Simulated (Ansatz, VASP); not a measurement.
**Fe: VASP beside Ansatz**

```xyz
1
Lattice="-1.3498 1.3498 1.3498 1.3498 -1.3498 1.3498 1.3498 1.3498 -1.3498" Properties=species:S:1:pos:R:3 pbc="T T T"
Fe    0.0000    0.0000    0.0000
```

Alike in both runs: task single point; functional LDA; k mesh 27 × 27 × 27; occupations fermi-dirac, width 0.1 eV; no spin polarisation.

|  | VASP | Ansatz |
| --- | --- | --- |
| version | VASP 6.6.1 | Ansatz 0.2.0 |
| potentials or method | VASP PAW LDA potentials, release 64 (Fe), cutoff 520 eV | plane waves (420 eV) with PAW, scalar-relativistic |
| valence electrons in the cell | 8 | 16 |

VASP gave:

| Property | Result |
| --- | --- |
| pressure (GPa) | -0.2 |

Question: What did Ansatz give for the same quantities?

Answer: Pressure (GPa): 0.1.

Ansatz warns that its potentials were made for another functional, while VASP's fit it. LDA's correlation is that of Perdew and Zunger in VASP and of Perdew and Wang (1992) in Ansatz. VASP's potentials hold 8 valence electrons a cell and Ansatz's 16, so a difference there can come from the potentials and not from the codes.
